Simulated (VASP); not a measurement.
Here is a VASP 6.6.1 calculation.

Contents of INCAR:

```
  PREC = Accurate
  ENCUT = 600
  EDIFF = 1E-6
  ISMEAR = 0
  SIGMA = 0.01
  LREAL = False
  LASPH = True
  NELM = 120
  ALGO = Normal
  ISIF = 2
  LWAVE = False
  LCHARG = False
  NBANDS = 16
  GGA_COMPAT = False
```

The input KPOINTS:

```
Automatic mesh
0
Gamma
  8 8 8
```

The input POSCAR:

```
GaN
1.0
    0.0000000000      2.0916465448      2.0916465448
    2.0916465448      0.0000000000      2.0916465448
    2.0916465448      2.0916465448      0.0000000000
Ga N
1 1
Direct
    0.0000000000      0.0000000000      0.0000000000
    0.5000000000      0.5000000000      0.5000000000
```

Potentials or basis: VASP PAW LDA potentials, release 64 (Ga_d, N).

Command:

```sh
$ cat potpaw_LDA.64/Ga_d/POTCAR potpaw_LDA.64/N/POTCAR > POTCAR
$ mpirun -np 1 vasp_std > vasp.out
```

Question: Predict the band gap on the k mesh.

Answer: 0.63 eV, indirect (least direct gap 3.23 eV).

Question: What does it give for the pressure?

Answer: 0.8 GPa.

A k mesh can miss the band edges. LDA gaps usually lie below the measured ones, often by a third to a half.
